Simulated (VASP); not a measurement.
## Pt: single point with LDA

The system is Pt.

```xyz
1
Lattice="0.0000 1.8683 2.1140 1.8683 0.0000 2.1140 1.8683 1.8683 0.0000" Properties=species:S:1:pos:R:3 pbc="T T T"
Pt    0.0000    0.0000    0.0000
```

```json
{"Program": "VASP 6.6.1", "Task": "single point", "Functional": "LDA", "Potentials or basis": "VASP PAW LDA potentials, release 64 (Pt)", "Cutoff": "520 eV", "k mesh": "22 × 22 × 22", "Occupations": "gaussian, width 0.15 eV", "Spin": "no spin polarisation"}
```

The pressure is 3.3 GPa. The band gap on the k mesh is zero (bands 5 and 6 overlap by 2.87 eV).

Stress tensor (GPa, compression positive):
```
 9.40  0.00  0.00
 0.00  9.40  0.00
 0.00  0.00 -9.04
```

Levels at points of the mesh, in eV from the Fermi level:
```
           k point  band 2  band 3  band 4  band 5  band 6  band 7  band 8  band 9
(0.00, 0.00, 0.00)   -4.88   -3.26   -3.26   -2.65   -0.74   14.88   17.68   20.76
(0.50, 0.00, 0.00)   -4.64   -3.20   -0.45   -0.18    0.38    6.22   13.76   18.56
(0.50, 0.50, 0.00)   -6.88    0.27    0.33    0.50    0.50    7.09   13.03   13.03
(0.50, 0.00, 0.50)   -6.69   -0.15   -0.13    1.31    2.66   10.40   10.48   11.28
```

Wall time 87 s on 1 thread of Intel Xeon 8259CL, on a shared host, peak memory 0.24 GiB.

Caveat: the cell stands under pressure; spin-orbit coupling is left out, which moves the levels of the heavy elements.
